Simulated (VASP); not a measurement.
# Ta (P6/mmm) in VASP: further runs

Runs on Ta. Level: PBE. Tasks: single point.

Everything below comes from runs of VASP 6.6.1. Logs are shortened: lines on timing, memory, paths and dates and some standing lists are left out, and cuts for length are marked.

## Step 1: The cell of the first run

The structure is hexagonal, space group P6/mmm (No. 191). Conventional cell: a = 2.439 Å, b = 2.439 Å, c = 2.303 Å, α = 90.00°, β = 90.00°, γ = 120.00°. Within 3.0 Å of Ta (site symmetry 6/mmm) lie 8 Ta at 2.30 to 2.44 Å.

## Step 2: Single point, PBE

INCAR

```
  PREC = Accurate
  ENCUT = 500
  EDIFF = 1E-6
  ISMEAR = -1
  SIGMA = 0.05
  LREAL = False
  LASPH = True
  NELM = 120
  ALGO = Normal
  ISIF = 2
  LWAVE = False
  LCHARG = True
  GGA = PE
  LELF = True
  LVHAR = True
  NBANDS = 12
  GGA_COMPAT = False
```

KPOINTS

```
Automatic mesh
0
Gamma
  17 17 16
```

POSCAR

```
Ta
1.0
    2.4390980835      0.0000000000      0.0000000000
   -1.2195490417      2.1123209026      0.0000000000
    0.0000000000      0.0000000000      2.3028387396
Ta
1
Direct
    0.0000000000      0.0000000000      0.0000000000
```

Potentials or basis: VASP PAW PBE potentials, release 64 (Ta_sv_GW).

On the command line:

```console
cat potpaw_PBE.64/Ta_sv_GW/POTCAR > POTCAR
mpirun -np 1 vasp_std > vasp.out
```

OUTCAR:

```text
PREC = Accurate
   ENCUT = 500
   EDIFF = 1E-6
   ISMEAR = -1
   LREAL = False
   LASPH = True
   NELM = 120
   ISIF = 2
   GGA = PE

 ion  position               nearest neighbor table
   1  0.000  0.000  0.000-

  LATTYP: Found a hexagonal cell.
 ALAT       =     2.4390980835
 C/A-ratio  =     0.9441353569

  Lattice vectors:

 A1 = (   2.4390980835,   0.0000000000,   0.0000000000)
 A2 = (  -1.2195490417,   2.1123209026,   0.0000000000)
 A3 = (   0.0000000000,   0.0000000000,   2.3028387396)

Analysis of symmetry for initial positions (statically):
=====================================================================
 Subroutine PRICEL returns:
 Original cell was already a primitive cell.

 Routine SETGRP: Setting up the symmetry group for a
 hexagonal supercell.

 Subroutine GETGRP returns: Found 24 space group operations
 (whereof 24 operations were pure point group operations)
 out of a pool of 24 trial point group operations.

The static configuration has the point symmetry D_6h.

Analysis of symmetry for dynamics (positions and initial velocities):
=====================================================================
 Subroutine PRICEL returns:
 Original cell was already a primitive cell.

 Routine SETGRP: Setting up the symmetry group for a
 hexagonal supercell.

 Subroutine GETGRP returns: Found 24 space group operations
 (whereof 24 operations were pure point group operations)
 out of a pool of 24 trial point group operations.

The dynamic configuration has the point symmetry D_6h.

 Subroutine INISYM returns: Found 24 space group operations
 (whereof 24 operations are pure point group operations),
 and found     1 'primitive' translations

----------------------------------------------------------------------------------------

                                     Primitive cell

  volume of cell :      11.8646

  direct lattice vectors                    reciprocal lattice vectors
     2.439098083  0.000000000  0.000000000     0.409987613  0.236706458  0.000000000
    -1.219549042  2.112320903  0.000000000     0.000000000  0.473412917  0.000000000
     0.000000000  0.000000000  2.302838740     0.000000000  0.000000000  0.434246646

  length of vectors
     2.439098083  2.439098083  2.302838740     0.473412917  0.473412917  0.434246646

  position of ions in fractional coordinates (direct lattice)
     0.000000000  0.000000000  0.000000000

  ion indices of the primitive-cell ions
   primitive index   ion index
                 1           1

----------------------------------------------------------------------------------------

 KPOINTS: Automatic mesh

Automatic generation of k-mesh.
 Grid dimensions read from file:
 generate k-points for:   17   17   16

 Generating k-lattice:

  Cartesian coordinates                     Fractional coordinates (reciprocal lattice)
     0.024116918  0.013923909  0.000000000     0.058823529  0.000000000  0.000000000
     0.000000000  0.027847819  0.000000000     0.000000000  0.058823529  0.000000000
     0.000000000  0.000000000  0.027140415     0.000000000  0.000000000  0.062500000

  Length of vectors
     0.027847819  0.027847819  0.027140415

  Shift w.r.t. Gamma in fractional coordinates (k-lattice)
     0.000000000  0.000000000  0.000000000

 Subroutine IBZKPT returns following result:
 ===========================================

 Found    297 irreducible k-points:

 Following reciprocal coordinates:
            Coordinates               Weight
  0.000000  0.000000  0.000000      1.000000
  0.058824 -0.000000  0.000000      6.000000
  0.117647  0.000000  0.000000      6.000000
  0.176471  0.000000  0.000000      6.000000
  0.235294  0.000000  0.000000      6.000000
  0.294118  0.000000  0.000000      6.000000
[... 16 lines left out ...]
  0.411765  0.117647  0.000000     12.000000
  0.176471  0.176471  0.000000      6.000000
 [... further k-points ...]
   k-points           NKPTS =    297   k-points in BZ     NKDIM =    297   number of bands    NBANDS=     12
   number of dos      NEDOS =    301   number of ions     NIONS =      1
   total plane-waves  NPLWV =   5832
   dimension x,y,z NGX =    18 NGY =   18 NGZ =   18
   dimension x,y,z NGXF=    36 NGYF=   36 NGZF=   36
   ions per type =               1
   NGX,Y,Z   is equivalent  to a cutoff of  12.27, 12.27, 12.99 a.u.
   NGXF,Y,Z  is equivalent  to a cutoff of  24.54, 24.54, 25.99 a.u.
 SYSTEM =  unknown system
   PREC   = accura    normal or accurate (medium, high low for compatibility)
   ISTART =      0    job   : 0-new  1-cont  2-samecut
   ICHARG =      2    charge: 1-file 2-atom 10-const
   ISPIN  =      1    spin polarized calculation?
   LNONCOLLINEAR =      F non collinear calculations
   LSORBIT =      F    spin-orbit coupling
   LASPH  =      T    aspherical Exc in radial PAW
   ENCUT  =  500.0 eV  36.75 Ry    6.06 a.u.   4.45  4.45  4.20*2*pi/ulx,y,z
   NELM   =    120;   NELMIN=  2; NELMDL= -5     # of ELM steps
   EDIFF  = 0.1E-05   stopping-criterion for ELM
   LREAL  =      F    real-space projection
   EDIFFG = 0.1E-04   stopping-criterion for IOM
   NSW    =      0    number of steps for IOM
   IBRION =     -1    ionic relax: 0-MD 1-quasi-New 2-CG
   NFREE  =      0    steps in history (QN), initial steepest desc. (CG)
   ISIF   =      2    stress and relaxation
   ISYM   =      2    0-nonsym 1-usesym 2-fastsym
   POTIM  = 0.5000    time-step for ionic-motion
   TEBEG  =    0.0;   TEEND  =   0.0 temperature during run
   PSTRESS=    0.0 pullay stress
   NELECT =      13.0000    total number of electrons
   NUPDOWN=      -1.0000    fix difference up-down
   EMIN   =  10.00;   EMAX   =-10.00  energy-range for DOS
   EFERMI =   0.00;   METHOD = LEGACY
   ISMEAR =    -1;   SIGMA  =   0.05  broadening in eV -4-tet -1-fermi 0-gaus
   EFERMI_NEDOS =   21; number of points for ismear=-14 and -15
   IALGO  =     38    algorithm
   IMIX   =      4    mixing-type and parameters
     AMIX     =   0.40;   BMIX     =  1.00
     AMIX_MAG =   1.60;   BMIX_MAG =  1.00
  volume/ion in A,a.u.               =      11.86        80.07
  Fermi-wavevector in a.u.,A,eV,Ry     =   1.687738  3.189363 38.755649  2.848460
  Thomas-Fermi vector in A             =   2.770170
   LORBIT       =      0    0 simple, 1 ext, 2 COOP (PROOUT), +10 PAW based schemes
   GGA     = PE    functional components
   LHFCALC =     F    Hartree Fock is set to
   AEXX    =    0.0000 exact exchange contribution
   IVDW    =     0    specifies the selected vdW correction
   LEPSILON=     F    determine dielectric tensor
   LRPA    =     F    only Hartree local field effects (RPA)
 non-spin polarized calculation
  energy-cutoff  :      500.00
  volume of cell :       11.86
 maximum number of plane-waves:       320
 NGX is ok and might be reduce to    18
   NGX =  9   NGY =  9   NGZ =  9

 number of electron      13.0000001 magnetization

 Free energy of the ion-electron system (eV)
  ---------------------------------------------------
  ext. energy  EPLUGINS =         0.00000000
  ---------------------------------------------------
  free energy    TOTEN  =       -10.07860556 eV

  energy without entropy =      -10.07390136  energy(sigma->0) =      -10.07625346

 E-fermi :  17.7683     XC(G=0): -15.4694

 val. band max:       17.7679299575   @ k =   0.0588  -0.0000   0.0625
 cond. band min:      17.8109390924   @ k =   0.1765   0.1765   0.4375
 fundamental gap:      0.0430091350
 Fermi energy:        17.7682678261

 k-point     1 :       0.0000    0.0000    0.0000
  band No.  band energies     occupation
      1     -50.1614      2.00000
      2     -14.5090      2.00000
      3     -14.4693      2.00000
      4     -14.4693      2.00000
      5       8.1761      2.00000
      6      11.8312      2.00000
      7      17.4652      1.99534
      8      17.4652      1.99534
      9      28.4280      0.00000
     10      28.4280      0.00000
     11      31.0615      0.00000
     12      37.2149      0.00000

 k-point     2 :       0.0588   -0.0000    0.0000
  band No.  band energies     occupation
      1     -50.1395      2.00000
      2     -14.6610      2.00000
      3     -14.5084      2.00000
      4     -14.4900      2.00000
      5       8.4327      2.00000
      6      11.9655      2.00000
      7      17.1604      1.99999
      8      17.7117      1.51241
      9      27.8955      0.00000
     10      28.3579      0.00000
     11      31.6915      0.00000
     12      37.8694      0.00000

 k-point     3 :       0.1176    0.0000    0.0000
  band No.  band energies     occupation
      1     -50.0765      2.00000
      2     -15.1900      2.00000
      3     -14.6188      2.00000
      4     -14.4357      2.00000
      5       9.1108      2.00000
      6      12.3523      2.00000
      7      16.4659      2.00000
      8      18.4388      0.00000
      9      26.6528      0.00000
     10      28.1612      0.00000
     11      33.3961      0.00000
     12      39.4381      0.00000
[... 286 lines left out ...]
 k-point    23 :       0.4118    0.1176    0.0000
  band No.  band energies     occupation
      1     -49.4645      2.00000
      2     -18.8554      2.00000
      3     -15.9685      2.00000
      4     -13.9090      2.00000
      5      11.3997      2.00000
      6      14.2265      2.00000
      7      19.9058      0.00000
      8      20.8241      0.00000
      9      25.6884      0.00000
     10      28.6791      0.00000
     11      33.4068      0.00000
     12      34.5182      0.00000

 k-point    24 :       0.1765    0.1765    0.0000
  band No.  band energies     occupation
      1     -49.7081      2.00000
      2     -17.4875      2.00000
      3     -15.5688      2.00000
      4     -14.1188      2.00000
      5      12.1657      2.00000
      6      14.2446      2.00000
      7      14.8964      2.00000
      8      22.7114      0.00000
      9      24.1628      0.00000
     10      26.3849      0.00000
     11      35.0060      0.00000
     12      36.4867      0.00000

 [... further k-points ...]

------------------------ aborting loop because EDIFF is reached ----------------------------------------

  FORCE on cell =-STRESS in cart. coord.  units (eV):
  Direction    XX          YY          ZZ          XY          YZ          ZX
  --------------------------------------------------------------------------------------
  -------------------------------------------------------------------------------------
  Total       16.0453846     16.0453846     16.1064986      0.0000000     -0.0000000      0.0000000
  in kB     2166.7461058   2166.7461058   2174.9988537      0.0000001     -0.0000000      0.0000000
  external PRESSURE =    2169.4970218 kB  Pullay stress =       0.0000000 kB

 VOLUME and BASIS-vectors are now :
 -----------------------------------------------------------------------------
  energy-cutoff  :      500.00
  volume of cell :       11.86
      direct lattice vectors                 reciprocal lattice vectors
     2.439098083  0.000000000  0.000000000     0.409987613  0.236706458  0.000000000
    -1.219549042  2.112320903  0.000000000     0.000000000  0.473412917  0.000000000
     0.000000000  0.000000000  2.302838740     0.000000000  0.000000000  0.434246646

 POSITION                                       TOTAL-FORCE (eV/Angst)
 -----------------------------------------------------------------------------------
      0.00000      0.00000      0.00000         0.000000      0.000000      0.000000
 -----------------------------------------------------------------------------------
    total drift:                               -0.000000      0.000000      0.000000

  FREE ENERGIE OF THE ION-ELECTRON SYSTEM (eV)
  ---------------------------------------------------
  free  energy   TOTEN  =       -10.0786055572 eV

  energy  without entropy=      -10.0739013623  energy(sigma->0) =      -10.07625346
```

It took 22 s on 1 thread of Intel Xeon Platinum 8488C (Sapphire Rapids), shared host; peak memory 0.16 GiB.

Results:

```
Free energy : -10.0786 eV
Pressure    : 216.9 GPa
```

Stress tensor (GPa, compression positive):
```
216.67   0.00   0.00
  0.00 216.67   0.00
  0.00   0.00 217.50
```

Caveat: spin-orbit coupling is left out, which moves the levels of the heavy elements.

## Step 3: Single point, PBE

This run uses another cell than the first one, of 7.91 Å³/atom, 0.667 times its volume.

INCAR

```
PREC     = Accurate       # precision mode
ENCUT    = 500            # plane-wave cutoff, eV
EDIFF    = 1E-6           # SCF threshold, eV
ISMEAR   = -1             # smearing method
SIGMA    = 0.05           # smearing width, eV
LREAL    = False          # projectors in reciprocal space
LASPH    = True           # aspherical terms in the spheres
NELM     = 120            # most SCF steps
ALGO     = Normal         # electronic algorithm
ISIF     = 2              # what is computed and relaxed
LWAVE    = False          # write WAVECAR
LCHARG   = False          # write CHGCAR
GGA      = PE             # functional
NBANDS   = 12             # bands
GGA_COMPAT= False
```

KPOINTS

```
regular mesh
0
Gamma
  17 17 16
```

POSCAR

```
Ta
1.0
    2.1318712434      0.0000000000      0.0000000000
   -1.0659356217      1.8462546544      0.0000000000
    0.0000000000      0.0000000000      2.0095964493
Ta
1
Direct
    0.0000000000      0.0000000000      0.0000000000
```

Potentials or basis: VASP PAW PBE potentials, release 64 (Ta_sv_GW).

On the command line:

```console
cat potpaw_PBE.64/Ta_sv_GW/POTCAR > POTCAR
mpirun -np 1 vasp_std > vasp.out
```

Wall time 30 s (1 thread of Intel Xeon Platinum 8259CL at 2.50GHz (Skylake/Cascade Lake), shared host); peak memory 0.15 GiB.

The run converged, but its numbers aren't listed here, since they failed a check.

Caveat: spin-orbit coupling is left out, which moves the levels of the heavy elements.

## Step 4: Single point, PBE

This run uses another cell than the first one, of 13.84 Å³/atom, 1.167 times its volume.

INCAR

```
  ALGO = Normal
  EDIFF = 1E-6
  ENCUT = 500
  GGA = PE
  GGA_COMPAT = F
  ISIF = 2
  ISMEAR = -1
  LASPH = T
  LCHARG = F
  LREAL = F
  LWAVE = F
  NBANDS = 12
  NELM = 120
  PREC = Accurate
  SIGMA = 0.05
```

KPOINTS

```
k-points
0
Gamma
  17 17 16
```

POSCAR

```
Ta
1.0
    2.5647338731      0.0000000000      0.0000000000
   -1.2823669366      2.2211246881      0.0000000000
    0.0000000000      0.0000000000      2.4298766684
Ta
1
Direct
    0.0000000000      0.0000000000      0.0000000000
```

On the command line:

```console
cat potpaw_PBE.64/Ta_sv_GW/POTCAR > POTCAR
mpirun -np 1 vasp_std > vasp.out
```

It took 53 s on 1 thread of AMD EPYC 7R43 (Zen 3), shared host; peak memory 0.13 GiB.

Results (log left out):

```yaml
Free_energy: -12.0597 eV
Pressure: 112.0 GPa
```

Stress tensor (GPa, compression positive):
```
111.95   0.00   0.00
  0.00 111.95   0.00
  0.00   0.00 112.05
```

Levels at points of the mesh, in eV from the Fermi level:
```tsv
k point	band 2	band 3	band 4	band 5	band 6	band 7	band 8	band 9	band 10	band 11
(0.00, 0.00, 0.00)	-32.72	-32.69	-32.69	-9.23	-4.82	0.06	0.06	9.00	9.00	13.03
(0.00, 0.00, 0.50)	-36.00	-32.37	-32.37	-5.03	0.20	1.45	1.45	3.15	3.15	15.52
```

Caveat: spin-orbit coupling is left out, which moves the levels of the heavy elements.
